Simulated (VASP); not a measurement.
## Br: relaxation of cell and atoms with LDA

The system is Br.

```xyz
1
Lattice="-1.4235 1.4235 3.5775 1.4235 -1.4235 3.5775 1.4235 1.4235 -3.5775" Properties=species:S:1:pos:R:3 pbc="T T T"
Br    0.0000    0.0000    0.0000
```

* Program: VASP 6.6.1
* Task: relaxation of cell and atoms
* Functional: LDA
* Potentials or basis: VASP PAW LDA potentials, release 64 (Br)
* Cutoff: 600 eV
* k mesh: 13 × 13 × 13
* Occupations: fermi-dirac, width 0.05 eV
* Spin: no spin polarisation
* Dipole correction: no
* Further INCAR settings: ALGO = Normal; EDIFF = 1e-06; IBRION = 2; EDIFFG = -0.01; NSW = 60; ISIF = 3

The relaxed volume is 26.45 Å³/atom. The relaxed cell is a = 3.927 Å, b = 3.927 Å, c = 3.927 Å, α = 138.37°, β = 138.37°, γ = 60.33° and the space group after relaxing (to 0.1 Å) is I4/mmm (No. 139). The energy gained by relaxing is 17.2 meV/atom, the ionic steps are 12 and the pressure after relaxing is 0.0 GPa. The band gap on the k mesh is zero (an odd number of electrons rules out a gap without spin polarisation).

Step by step:
| step | energy change (eV) | largest force (eV/Å) | pressure (GPa) | volume (Å³) |
| --- | --- | --- | --- | --- |
| 1 | 0.0000 | 0.0000 | -2.51 | 29.00 |
| 2 | -0.0103 | 0.0000 | 1.06 | 27.12 |
| 3 | -0.0132 | 0.0000 | -0.22 | 27.69 |
| 4 | -0.0142 | 0.0000 | -0.18 | 27.50 |
| 5 | -0.0164 | 0.0000 | -0.06 | 26.92 |
| 6 | -0.0160 | 0.0000 | 0.29 | 25.77 |
| 7 | -0.0171 | 0.0000 | 0.02 | 26.47 |
| 8 | -0.0172 | 0.0000 | 0.07 | 26.35 |
| 9 | -0.0172 | 0.0000 | 0.08 | 26.38 |
| 10 | -0.0171 | 0.0000 | 0.07 | 26.43 |
| 11 | -0.0171 | 0.0000 | -0.21 | 26.50 |
| 12 | -0.0172 | 0.0000 | 0.01 | 26.45 |

Final structure:
```xyz
1
Lattice="-1.3956 1.3956 3.3955 1.3956 -1.3956 3.3955 1.3956 1.3956 -3.3955" Properties=species:S:1:pos:R:3 pbc="T T T"
Br    0.0000    0.0000    0.0000
```

Levels at points of the mesh, in eV from the Fermi level:
```
           k point  band 1  band 2  band 3  band 4  band 5  band 6
(0.00, 0.00, 0.00)  -16.79   -2.30    1.04    1.04    5.16    9.75
```

Wall time 9.6 min on 1 thread of Intel Xeon 8259CL, on a shared host, peak memory 0.21 GiB.

Caveat: an odd number of electrons without spin polarisation forces a metal; a magnetic or distorted state may lie lower.
